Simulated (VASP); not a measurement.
# CaAgI3 (Pm-3m) in VASP: a series of runs

Aim: see how the results for CaAgI3 move with the level of theory and the settings. Levels: PBEsol, r2SCAN+rVV10. Tasks: single point, relaxation of cell and atoms.

Everything below comes from runs of VASP 6.6.1. Logs are shortened: lines on timing, memory, paths and dates and some standing lists are left out, and cuts for length are marked.

### Step 1. The cell of the first run

The structure is cubic, space group Pm-3m (No. 221). Conventional cell: a = 5.632 Å, b = 5.632 Å, c = 5.632 Å, α = 90.00°, β = 90.00°, γ = 90.00°. Ca (site symmetry m-3m) has 12 I at 3.98 Å and 8 Ag at 4.88 Å within 5.2 Å. Within 3.7 Å of Ag (site symmetry m-3m) lie 6 I at 2.82 Å. Within 3.7 Å of I (site symmetry 4/mmm) lie 2 Ag at 2.82 Å.

### Step 2. Single point, PBEsol

The input, INCAR:

```
ALGO     = Normal         # electronic algorithm
EDIFF    = 1E-7           # SCF threshold, eV
ENCUT    = 520            # plane-wave cutoff, eV
GGA      = PS             # functional
ISIF     = 2              # what is computed and relaxed
ISMEAR   = -1             # smearing method
LASPH    = T              # aspherical terms in the spheres
LCHARG   = F              # write CHGCAR
LREAL    = F              # projectors in reciprocal space
LWAVE    = F              # write WAVECAR
NBANDS   = 29             # bands
NELM     = 80             # most SCF steps
PREC     = Accurate       # precision mode
SIGMA    = 0.03           # smearing width, eV
```

The input, KPOINTS:

```
k-points
0
Gamma
  4 4 4
```

The input, POSCAR:

```
CaAgI3
1.0
    5.6324893022      0.0000000000      0.0000000000
    0.0000000000      5.6324893022      0.0000000000
    0.0000000000      0.0000000000      5.6324893022
Ca Ag I
1 1 3
Direct
    0.0000000000      0.0000000000      0.0000000000
    0.5000000000      0.5000000000      0.5000000000
    0.0000000000      0.5000000000      0.5000000000
    0.5000000000      0.0000000000      0.5000000000
    0.5000000000      0.5000000000      0.0000000000
```

Potentials or basis: VASP PAW PBE potentials, release 64 (Ca_sv, Ag, I).

On the command line:

```
> cat potpaw_PBE.64/Ca_sv/POTCAR potpaw_PBE.64/Ag/POTCAR potpaw_PBE.64/I/POTCAR > POTCAR
> mpirun -np 1 vasp_std > vasp.out
```

OUTCAR:

```text
EDIFF = 1E-7
   ENCUT = 520
   GGA = PS
   ISIF = 2
   ISMEAR = -1
   LASPH = T
   LREAL = F
   NELM = 80
   PREC = Accurate

 ion  position               nearest neighbor table
   1  0.000  0.000  0.000-
   2  0.500  0.500  0.500-   3 2.82   4 2.82   5 2.82   5 2.82   4 2.82   3 2.82
   3  0.000  0.500  0.500-   2 2.82   2 2.82
   4  0.500  0.000  0.500-   2 2.82   2 2.82
   5  0.500  0.500  0.000-   2 2.82   2 2.82

  LATTYP: Found a simple cubic cell.
 ALAT       =     5.6324893022

  Lattice vectors:

 A1 = (   5.6324893022,   0.0000000000,   0.0000000000)
 A2 = (   0.0000000000,   5.6324893022,   0.0000000000)
 A3 = (   0.0000000000,   0.0000000000,   5.6324893022)

Analysis of symmetry for initial positions (statically):
=====================================================================
 Subroutine PRICEL returns:
 Original cell was already a primitive cell.

 Routine SETGRP: Setting up the symmetry group for a
 simple cubic supercell.

 Subroutine GETGRP returns: Found 48 space group operations
 (whereof 48 operations were pure point group operations)
 out of a pool of 48 trial point group operations.

The static configuration has the point symmetry O_h .

Analysis of symmetry for dynamics (positions and initial velocities):
=====================================================================
 Subroutine PRICEL returns:
 Original cell was already a primitive cell.

 Routine SETGRP: Setting up the symmetry group for a
 simple cubic supercell.

 Subroutine GETGRP returns: Found 48 space group operations
 (whereof 48 operations were pure point group operations)
 out of a pool of 48 trial point group operations.

The dynamic configuration has the point symmetry O_h .

 Subroutine INISYM returns: Found 48 space group operations
 (whereof 48 operations are pure point group operations),
 and found     1 'primitive' translations

----------------------------------------------------------------------------------------

                                     Primitive cell

  volume of cell :     178.6904

  direct lattice vectors                    reciprocal lattice vectors
     5.632489302  0.000000000  0.000000000     0.177541394  0.000000000  0.000000000
     0.000000000  5.632489302  0.000000000     0.000000000  0.177541394  0.000000000
     0.000000000  0.000000000  5.632489302     0.000000000  0.000000000  0.177541394

  length of vectors
     5.632489302  5.632489302  5.632489302     0.177541394  0.177541394  0.177541394

  position of ions in fractional coordinates (direct lattice)
     0.000000000  0.000000000  0.000000000
     0.500000000  0.500000000  0.500000000
     0.000000000  0.500000000  0.500000000
     0.500000000  0.000000000  0.500000000
     0.500000000  0.500000000  0.000000000

  ion indices of the primitive-cell ions
   primitive index   ion index
                 1           1
                 2           2
                 3           3
                 4           4
                 5           5

----------------------------------------------------------------------------------------

 KPOINTS: k-points

Automatic generation of k-mesh.
 Grid dimensions read from file:
 generate k-points for:    4    4    4

 Generating k-lattice:

  Cartesian coordinates                     Fractional coordinates (reciprocal lattice)
     0.044385348  0.000000000  0.000000000     0.250000000  0.000000000  0.000000000
     0.000000000  0.044385348  0.000000000     0.000000000  0.250000000  0.000000000
     0.000000000  0.000000000  0.044385348     0.000000000  0.000000000  0.250000000

  Length of vectors
     0.044385348  0.044385348  0.044385348

  Shift w.r.t. Gamma in fractional coordinates (k-lattice)
     0.000000000  0.000000000  0.000000000

 Subroutine IBZKPT returns following result:
 ===========================================

 Found     10 irreducible k-points:

 Following reciprocal coordinates:
            Coordinates               Weight
  0.000000  0.000000  0.000000      1.000000
  0.250000  0.000000  0.000000      6.000000
  0.500000  0.000000  0.000000      3.000000
  0.250000  0.250000  0.000000     12.000000
  0.500000  0.250000  0.000000     12.000000
  0.500000  0.500000  0.000000      3.000000
  0.250000  0.250000  0.250000      8.000000
  0.500000  0.250000  0.250000     12.000000
  0.500000  0.500000  0.250000      6.000000
  0.500000  0.500000  0.500000      1.000000
   k-points           NKPTS =     10   k-points in BZ     NKDIM =     10   number of bands    NBANDS=     29
   number of dos      NEDOS =    301   number of ions     NIONS =      5
   total plane-waves  NPLWV =  74088
   dimension x,y,z NGX =    42 NGY =   42 NGZ =   42
   dimension x,y,z NGXF=    84 NGYF=   84 NGZF=   84
   ions per type =               1   1   3
   NGX,Y,Z   is equivalent  to a cutoff of  12.40, 12.40, 12.40 a.u.
   NGXF,Y,Z  is equivalent  to a cutoff of  24.79, 24.79, 24.79 a.u.
 SYSTEM =  unknown system
   PREC   = accura    normal or accurate (medium, high low for compatibility)
   ISTART =      0    job   : 0-new  1-cont  2-samecut
   ICHARG =      2    charge: 1-file 2-atom 10-const
   ISPIN  =      1    spin polarized calculation?
   LNONCOLLINEAR =      F non collinear calculations
   LSORBIT =      F    spin-orbit coupling
   LASPH  =      T    aspherical Exc in radial PAW
   ENCUT  =  520.0 eV  38.22 Ry    6.18 a.u.  10.47 10.47 10.47*2*pi/ulx,y,z
   NELM   =     80;   NELMIN=  2; NELMDL= -5     # of ELM steps
   EDIFF  = 0.1E-06   stopping-criterion for ELM
   LREAL  =      F    real-space projection
   EDIFFG = 0.1E-05   stopping-criterion for IOM
   NSW    =      0    number of steps for IOM
   IBRION =     -1    ionic relax: 0-MD 1-quasi-New 2-CG
   NFREE  =      0    steps in history (QN), initial steepest desc. (CG)
   ISIF   =      2    stress and relaxation
   ISYM   =      2    0-nonsym 1-usesym 2-fastsym
   POTIM  = 0.5000    time-step for ionic-motion
   TEBEG  =    0.0;   TEEND  =   0.0 temperature during run
   PSTRESS=    0.0 pullay stress
   NELECT =      42.0000    total number of electrons
   NUPDOWN=      -1.0000    fix difference up-down
   EMIN   =  10.00;   EMAX   =-10.00  energy-range for DOS
   EFERMI =   0.00;   METHOD = LEGACY
   ISMEAR =    -1;   SIGMA  =   0.03  broadening in eV -4-tet -1-fermi 0-gaus
   EFERMI_NEDOS =   21; number of points for ismear=-14 and -15
   IALGO  =     38    algorithm
   IMIX   =      4    mixing-type and parameters
     AMIX     =   0.40;   BMIX     =  1.00
     AMIX_MAG =   1.60;   BMIX_MAG =  1.00
  volume/ion in A,a.u.               =      35.74       241.17
  Fermi-wavevector in a.u.,A,eV,Ry     =   1.010317  1.909222 13.888010  1.020740
  Thomas-Fermi vector in A             =   2.143299
   LORBIT       =      0    0 simple, 1 ext, 2 COOP (PROOUT), +10 PAW based schemes
   GGA     = PS    functional components
   LHFCALC =     F    Hartree Fock is set to
   AEXX    =    0.0000 exact exchange contribution
   IVDW    =     0    specifies the selected vdW correction
   LEPSILON=     F    determine dielectric tensor
   LRPA    =     F    only Hartree local field effects (RPA)
 non-spin polarized calculation
  energy-cutoff  :      520.00
  volume of cell :      178.69
 maximum number of plane-waves:      4839
 NGX is ok and might be reduce to    42
   NGX = 21   NGY = 21   NGZ = 21

 number of electron      41.9999991 magnetization

 Free energy of the ion-electron system (eV)
  ---------------------------------------------------
  ext. energy  EPLUGINS =         0.00000000
  ---------------------------------------------------
  free energy    TOTEN  =       -13.52947452 eV

  energy without entropy =      -13.51862551  energy(sigma->0) =      -13.52405002

 E-fermi :   4.7585     XC(G=0):  -8.6451

 val. band max:        4.7524252374   @ k =   0.5000   0.5000   0.2500
 cond. band min:       4.7615875099   @ k =   0.2500   0.0000   0.0000
 fundamental gap:      0.0091622725
 Fermi energy:         4.7585133709

 k-point     1 :       0.0000    0.0000    0.0000
  band No.  band energies     occupation
      1     -39.5238      2.00000
      2     -20.5024      2.00000
      3     -20.5024      2.00000
      4     -20.5024      2.00000
      5      -9.2381      2.00000
      6      -8.2937      2.00000
[... 21 lines left out ...]
     28       5.5899      0.00000
     29       9.3564      0.00000

 k-point     2 :       0.2500    0.0000    0.0000
  band No.  band energies     occupation
      1     -39.5238      2.00000
      2     -20.5028      2.00000
      3     -20.5024      2.00000
      4     -20.5024      2.00000
      5      -9.1194      2.00000
      6      -8.3872      2.00000
[... 21 lines left out ...]
     28       6.6082      0.00000
     29       8.2457      0.00000

 k-point     3 :       0.5000    0.0000    0.0000
  band No.  band energies     occupation
      1     -39.5237      2.00000
      2     -20.5032      2.00000
      3     -20.5024      2.00000
      4     -20.5024      2.00000
      5      -8.9451      2.00000
      6      -8.5367      2.00000
[... 21 lines left out ...]
     28       6.4758      0.00000
     29       8.2392      0.00000

 k-point     4 :       0.2500    0.2500    0.0000
  band No.  band energies     occupation
      1     -39.5238      2.00000
      2     -20.5028      2.00000
      3     -20.5028      2.00000
      4     -20.5024      2.00000
      5      -9.0050      2.00000
      6      -8.4064      2.00000
[... 149 lines left out ...]
     28       8.0567      0.00000
     29       8.1188      0.00000

 k-point     9 :       0.5000    0.5000    0.2500
  band No.  band energies     occupation
      1     -39.5237      2.00000
      2     -20.5030      2.00000
      3     -20.5030      2.00000
      4     -20.5027      2.00000
      5      -8.5648      2.00000
      6      -8.5043      2.00000
[... 21 lines left out ...]
     28       8.8737      0.00000
     29       8.8737      0.00000

 k-point    10 :       0.5000    0.5000    0.5000
  band No.  band energies     occupation
      1     -39.5237      2.00000
      2     -20.5030      2.00000
      3     -20.5030      2.00000
      4     -20.5030      2.00000
      5      -8.4962      2.00000
      6      -8.4962      2.00000
[... 21 lines left out ...]
     28       8.5182      0.00000
     29       8.5182      0.00000

------------------------ aborting loop because EDIFF is reached ----------------------------------------

  FORCE on cell =-STRESS in cart. coord.  units (eV):
  Direction    XX          YY          ZZ          XY          YZ          ZX
  --------------------------------------------------------------------------------------
  -------------------------------------------------------------------------------------
  Total       -0.0547238     -0.0547238     -0.0547238      0.0000000     -0.0000000      0.0000000
  in kB       -0.4906661     -0.4906661     -0.4906661      0.0000000     -0.0000000      0.0000000
  external PRESSURE =      -0.4906661 kB  Pullay stress =       0.0000000 kB

 VOLUME and BASIS-vectors are now :
 -----------------------------------------------------------------------------
  energy-cutoff  :      520.00
  volume of cell :      178.69
      direct lattice vectors                 reciprocal lattice vectors
     5.632489302  0.000000000  0.000000000     0.177541394  0.000000000  0.000000000
     0.000000000  5.632489302  0.000000000     0.000000000  0.177541394  0.000000000
     0.000000000  0.000000000  5.632489302     0.000000000  0.000000000  0.177541394

 POSITION                                       TOTAL-FORCE (eV/Angst)
 -----------------------------------------------------------------------------------
      0.00000      0.00000      0.00000         0.000000      0.000000      0.000000
      2.81624      2.81624      2.81624         0.000000      0.000000      0.000000
      0.00000      2.81624      2.81624         0.000000      0.000000      0.000000
      2.81624      0.00000      2.81624         0.000000      0.000000      0.000000
      2.81624      2.81624      0.00000         0.000000      0.000000      0.000000
 -----------------------------------------------------------------------------------
    total drift:                                0.000000     -0.000000     -0.000000

  FREE ENERGIE OF THE ION-ELECTRON SYSTEM (eV)
  ---------------------------------------------------
  free  energy   TOTEN  =       -13.5294745228 eV

  energy  without entropy=      -13.5186255085  energy(sigma->0) =      -13.52405002
```

Run time: 43 s. Hardware: 1 thread of Intel Xeon Platinum 8488C (Sapphire Rapids), shared host; peak memory 0.28 GiB.

Results:

```yaml
Free_energy: -13.5295 eV
Pressure: 0.0 GPa
Band_gap_on_the_k_mesh: zero (band 21 reaches 4.77 eV, above the bottom of band 22 at 4.04 eV)
```

Caveat: the PAW data sets were made with another functional, which shifts forces and pressure a little; spin-orbit coupling is left out, which moves the levels of the heavy elements.

### Step 3. Single point, r2SCAN+rVV10

This run uses another cell than the first one, of 37.21 Å³/atom, 1.041 times its volume.

Edit POSCAR of step 2 so:

```diff
@@ -2,5 +2,5 @@
 1.0
-    5.6324893022      0.0000000000      0.0000000000
-    0.0000000000      5.6324893022      0.0000000000
-    0.0000000000      0.0000000000      5.6324893022
+    5.7085394419      0.0000000000      0.0000000000
+    0.0000000000      5.7085394419      0.0000000000
+    0.0000000000      0.0000000000      5.7085394419
 Ca Ag I
```

The input, INCAR.step1:

```
SYSTEM = CaAgI3
ALGO = Normal
EDIFF = 1E-4
ENCUT = 520
GGA = PE
ISMEAR = -1
LASPH = .True.
LCHARG = .False.
LREAL = .False.
LWAVE = .True.
NBANDS = 29
NELM = 80
PREC = Accurate
SIGMA = 0.03
```

The input, INCAR.step2:

```
SYSTEM = CaAgI3
ALGO = Normal
BPARAM = 11.95
CPARAM = 0.0093
EDIFF = 1E-6
ENCUT = 520
ISIF = 2
ISMEAR = -1
ISTART = 1
IVDW_NL = 2
LASPH = .True.
LCHARG = .False.
LMIXTAU = .True.
LREAL = .False.
LUSE_VDW = .True.
LWAVE = .False.
METAGGA = R2SCAN
NBANDS = 29
NELM = 80
PREC = Accurate
SIGMA = 0.03
```

The input, KPOINTS:

```
k-points
0
Gamma
  6 6 6
  0 0 0
```

Potentials or basis: VASP PAW PBE potentials, release 64 (Ca_sv, Ag, I).

On the command line:

```
> cat potpaw_PBE.64/Ca_sv/POTCAR potpaw_PBE.64/Ag/POTCAR potpaw_PBE.64/I/POTCAR > POTCAR
> cp INCAR.step1 INCAR
> mpirun -np 1 vasp_std > vasp.out
> cp INCAR.step2 INCAR
> mpirun -np 1 vasp_std > vasp.out
```

It took 5.3 min on 1 thread of Intel Xeon Platinum 8488C (Sapphire Rapids), shared host; peak memory 0.62 GiB.

The run converged. Its results:

| Item | Value |
| --- | --- |
| Free energy | -104.2316 eV |
| Pressure | 0.1 GPa |
| Band gap on the k mesh | zero (band 21 reaches 4.39 eV, above the bottom of band 22 at 4.07 eV) |

Levels at points of the mesh, in eV from the Fermi level:
```
           k point  band 18  band 19  band 20  band 21  band 22  band 23  band 24  band 25
(0.00, 0.00, 0.00)    -2.84    -2.25    -2.25    -2.25    -0.33     0.72     0.72     0.99
(0.50, 0.00, 0.00)    -2.76    -2.48    -2.48    -2.41     1.02     1.07     1.37     1.54
(0.50, 0.50, 0.00)    -2.80    -2.80    -1.93    -0.04     1.01     1.14     1.44     1.55
(0.50, 0.50, 0.50)    -1.86    -1.86    -0.02    -0.02     0.02     1.06     1.06     1.06
```

Caveat: the PAW data sets were made with another functional, which shifts forces and pressure a little; spin-orbit coupling is left out, which moves the levels of the heavy elements.

### Step 4. Relaxation of cell and atoms, PBEsol

This run uses another cell than the first one, of 41.06 Å³/atom, 1.149 times its volume.

The input, INCAR:

```
ALGO = Normal
EDIFF = 1E-7
EDIFFG = -0.01
ENCUT = 600
GGA = PS
IBRION = 2
ISIF = 3
ISMEAR = -1
LASPH = True
LCHARG = False
LREAL = False
LWAVE = False
NELM = 100
NSW = 100
PREC = Accurate
SIGMA = 0.03
```

The input, KPOINTS:

```
k-points
0
Gamma
  4 4 4
```

Edit POSCAR of step 3 so:

```diff
@@ -2,5 +2,5 @@
 1.0
-    5.7085394419      0.0000000000      0.0000000000
-    0.0000000000      5.7085394419      0.0000000000
-    0.0000000000      0.0000000000      5.7085394419
+    5.8992288500      0.0000000000      0.0000000000
+    0.0000000000      5.8992288500      0.0000000000
+    0.0000000000      0.0000000000      5.8992288500
 Ca Ag I
```

On the command line:

```
> cat potpaw_PBE.64/Ca_sv/POTCAR potpaw_PBE.64/Ag/POTCAR potpaw_PBE.64/I/POTCAR > POTCAR
> mpirun -np 1 vasp_std > vasp.out
```

Run time: 5.1 min. Hardware: 1 thread of Intel Xeon Platinum 8488C (Sapphire Rapids), shared host; peak memory 0.38 GiB.

Results (log left out):

- Free energy: -13.5316 eV
- Relaxed volume: 35.68 Å³/atom
- Relaxed cell: a = 5.629 Å, b = 5.629 Å, c = 5.629 Å, α = 90.00°, β = 90.00°, γ = 90.00°
- Space group after relaxing (to 0.05 Å): Pm-3m (No. 221)
- Energy gained by relaxing: 56.4 meV/atom
- Ionic steps: 4
- Pressure after relaxing: 0.0 GPa
- Band gap on the k mesh: zero (band 21 reaches 4.79 eV, above the bottom of band 22 at 4.05 eV)

Step by step:
| step | energy change (eV) | largest force (eV/Å) | pressure (GPa) | volume (Å³) |
| --- | --- | --- | --- | --- |
| 1 | 0.0000 | 0.0000 | -3.02 | 205.30 |
| 2 | -0.2718 | 0.0000 | -0.68 | 183.18 |
| 3 | -0.2820 | 0.0000 | -0.06 | 178.89 |
| 4 | -0.2821 | 0.0000 | 0.02 | 178.38 |

Final structure:
```
CELL_PARAMETERS angstrom
5.62927 0.00000 0.00000
0.00000 5.62927 0.00000
0.00000 0.00000 5.62927
ATOMIC_POSITIONS crystal
Ca 0.00000 0.00000 0.00000
Ag 0.50000 0.50000 0.50000
I 0.00000 0.50000 0.50000
I 0.50000 0.00000 0.50000
I 0.50000 0.50000 0.00000
```

Levels at points of the mesh, in eV from the Fermi level:
```tsv
k point	band 18	band 19	band 20	band 21	band 22	band 23	band 24	band 25
(0.00, 0.00, 0.00)	-2.75	-2.18	-2.18	-2.18	-0.72	0.52	0.53	0.53
(0.50, 0.00, 0.00)	-2.74	-2.66	-2.42	-2.42	0.87	0.92	1.28	1.44
(0.50, 0.50, 0.00)	-2.78	-2.78	-1.79	-0.02	0.83	0.99	1.35	1.46
(0.50, 0.50, 0.50)	-1.72	-1.72	-0.32	0.01	0.01	0.90	0.90	0.90
```

Caveat: the PAW data sets were made with another functional, which shifts forces and pressure a little; spin-orbit coupling is left out, which moves the levels of the heavy elements.

### Step 5. The runs side by side

```csv
task,level,cell,k mesh,cutoff (eV),gap on the mesh (eV),pressure (GPa)
single point,PBEsol,"a = 5.632 Å, 5 atoms",4 × 4 × 4,520,none,0.0
single point,r2SCAN+rVV10,"a = 5.709 Å, 5 atoms",6 × 6 × 6,520,none,0.1
relaxation of cell and atoms,PBEsol,"relaxed from a = 5.899 Å, 5 atoms",4 × 4 × 4,600,none,0.0
```

Alike in all rows: potentials or basis VASP PAW PBE potentials, release 64 (Ca_sv, Ag, I); no spin polarisation; smearing fermi-dirac 0.03 eV.

Caveats: the PAW data sets were made with another functional, which shifts forces and pressure a little; spin-orbit coupling is left out, which moves the levels of the heavy elements.

Absolute energies hang on the potentials; compare differences alone.
